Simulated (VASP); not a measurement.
The system is SnPt2Se3.

```
CELL_PARAMETERS angstrom
3.94228 0.00000 0.00000
0.00000 3.94228 0.00000
0.00000 0.00000 7.94938
ATOMIC_POSITIONS crystal
Sn 0.50000 0.50000 0.00000
Pt 0.50000 0.00000 0.68263
Pt 0.00000 0.50000 0.31737
Se 0.50000 0.00000 0.37417
Se 0.00000 0.50000 0.62583
Se 0.00000 0.00000 0.00000
```

The cell was built from a structure type or drawn by symmetry, and may not be a known phase.

```yaml
Program: VASP 6.6.1
Task: relaxation of cell and atoms
Functional: PBE
Potentials_or_basis: VASP PAW PBE potentials, release 64 (Sn_d, Pt, Se)
Cutoff: 600 eV
k_mesh: 10 × 10 × 6
Occupations: gaussian, width 0.1 eV
Spin: no spin polarisation
```

At the start: pressure 0.5 GPa; volume 20.59 Å³/atom.

Q: Where does the relaxation end?

A: Over 21 steps the energy falls by 3.9 meV/atom and the volume is 20.56 Å³/atom (-0.2 %); space group P-4m2 (No. 115, to 0.1 Å) before and after.

Step by step:
```csv
step,energy change (eV),largest force (eV/Å),pressure (GPa),volume (Å³)
1,0.0000,0.3168,0.54,123.55
2,-0.0102,0.1554,-0.58,124.79
3,-0.0106,0.1151,-0.86,125.11
4,-0.0180,0.0887,-0.56,124.61
5,-0.0220,0.0561,-0.12,123.93
6,-0.0221,0.0637,-0.08,123.88
7,-0.0226,0.0330,-0.01,123.70
8,-0.0227,0.0200,0.00,123.63
9,-0.0226,0.0255,0.06,123.48
10,-0.0227,0.0142,-0.01,123.59
11,-0.0227,0.0115,-0.01,123.59
12,-0.0227,0.0103,0.00,123.58
13,-0.0227,0.0122,0.02,123.56
14,-0.0228,0.0139,0.04,123.52
15,-0.0229,0.0170,0.08,123.42
16,-0.0230,0.0239,0.17,123.24
17,-0.0230,0.0221,0.16,123.24
18,-0.0231,0.0220,0.14,123.25
19,-0.0231,0.0193,0.12,123.26
20,-0.0232,0.0139,0.07,123.29
21,-0.0233,0.0055,-0.02,123.34
```

Final structure:
```xyz
6
Lattice="3.9857 0.0000 0.0000 0.0000 3.9857 0.0000 0.0000 0.0000 7.7643" Properties=species:S:1:pos:R:3 pbc="T T T"
Sn    1.9929    1.9929    7.7643
Pt    1.9929    0.0000    5.3134
Pt    0.0000    1.9929    2.4509
Se    1.9929    0.0000    2.8569
Se    0.0000    1.9929    4.9073
Se    0.0000    3.9857    7.7643
```
